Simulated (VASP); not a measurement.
Here is a VASP 6.6.1 calculation.

Contents of INCAR:

```
PREC = Accurate
ENCUT = 520
EDIFF = 1E-7
ISMEAR = 0
SIGMA = 0.1
LREAL = False
LASPH = True
NELM = 80
ALGO = Normal
ISIF = 2
LWAVE = False
LCHARG = False
GGA = PE
NBANDS = 24
```

KPOINTS

```
Automatic mesh
0
Gamma
  4 4 4
```

Contents of POSCAR:

```
KMgF3
1.0
    3.9662450000     -0.0723610000      0.0172210000
   -0.0723610000      4.1838290000      0.0072110000
    0.0172210000      0.0072110000      3.8575920000
K Mg F
1 1 3
Direct
    0.5173851802      0.4510575274      0.5161482951
   -0.0163392858      1.0145180613     -0.0157277677
    0.5256837694      0.9991322186      0.9950980968
   -0.0014993406      0.4936741728     -0.0124551960
    0.9992711093     -0.0332443837      0.5013275840
```

Potentials or basis: VASP PAW PBE potentials, release 64 (K_sv, Mg, F).

Launch:

```console
$ cat potpaw_PBE.64/K_sv/POTCAR potpaw_PBE.64/Mg/POTCAR potpaw_PBE.64/F/POTCAR > POTCAR
$ mpirun -np 1 vasp_std > vasp.out
```

(1) Predict the band gap on the k mesh.

(2) Estimate the pressure.

(3) What does it give for the largest force?

Results:

(1) 7.17 eV (least direct gap 7.44 eV).

(2) 5.4 GPa.

(3) 2.069 eV/Å.

Caveat: the cell stands under pressure; forces of over 1 eV/Å act on the atoms, so gaps and moduli don't describe the material at rest.
